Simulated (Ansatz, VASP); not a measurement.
# TaN in VASP and in Ansatz

```xyz
4
Lattice="3.0480 0.0000 0.0000 -1.5240 2.6396 0.0000 0.0000 0.0000 5.0164" Properties=species:S:1:pos:R:3 pbc="T T T"
Ta    0.0000    0.0000    0.0000
Ta    0.0000    0.0000    2.5082
N     0.0000    1.7598    1.2541
N     1.5240    0.8799    3.7623
```

Change from the starting cell: zz strain of +2 %, PAW files.

Alike in both runs: task electric field gradients; functional PBEsol; k mesh 9 × 9 × 5; occupations fermi-dirac, width 0.01 eV; no spin polarisation.

|  | VASP | Ansatz |
| --- | --- | --- |
| version | VASP 6.6.1 | Ansatz 0.2.0 |
| potentials or method | VASP PAW PBE potentials, release 64 (Ta_pv, N) | PAW with Ansatz's default frozen-core files, scalar-relativistic |
| plane-wave cutoff (eV) | 520 | 420 |
| valence electrons in the cell | 32 | 36 |

Ansatz gave:

| Item | Value |
| --- | --- |
| pressure (GPa) | 36.3 |
| traceless stress, the component that is largest in VASP (GPa) | 52.93 |
| size of Vzz on the site where it differs most (V/Å²) | 219.2 |

Question: What did VASP give for the same quantities?

Answer: Pressure (GPa): 37.7; traceless stress, the component that is largest in VASP (GPa): 53.33; size of Vzz on the site where it differs most (V/Å²): 191.4.

VASP's potentials were made for PBE, not for PBEsol. Both programs put the cell under a high pressure, so it lies far from rest at this level. With one functional, cell and mesh, what is left measures potentials, basis and numerics. VASP's potentials hold 32 valence electrons a cell and Ansatz's 36, so a difference there can come from the potentials and not from the codes.

Spin-orbit coupling is off throughout.
